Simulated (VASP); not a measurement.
Here is a VASP 6.6.1 calculation.

Contents of INCAR:

```
SYSTEM = Eu
PREC = Accurate ; ENCUT = 520
EDIFF = 1E-7 ; ISMEAR = -1
SIGMA = 0.05 ; LREAL = .FALSE.
LASPH = .TRUE. ; NELM = 150
ALGO = Normal ; ISIF = 2
LWAVE = .FALSE. ; LCHARG = .FALSE.
ISPIN = 2 ; MAGMOM = 7
LORBIT = 11 ; LMAXMIX = 6
GGA = PE ; NBANDS = 18
```

KPOINTS

```
regular mesh
0
G
  14 14 14
  0 0 0
```

POSCAR

```
Eu
1.0
   -2.1024340635      2.1024340635      2.1024340635
    2.1024340635     -2.1024340635      2.1024340635
    2.1024340635      2.1024340635     -2.1024340635
Eu
1
Direct
    0.0000000000      0.0000000000      0.0000000000
```

Potentials or basis: VASP PAW PBE potentials, release 64 (Eu).

Command:

```bash
$ cat potpaw_PBE.64/Eu/POTCAR > POTCAR
$ mpirun -np 1 vasp_std > vasp.out
```

Task: Predict the pressure.

Result: 1.9 GPa.

Task: What does it give for the net moment?

Result: 7.20 μB per cell.

Task: Estimate the site moments.

Result: Eu +6.64 μB.

 The state reached can hang on the start; a lower one may exist.
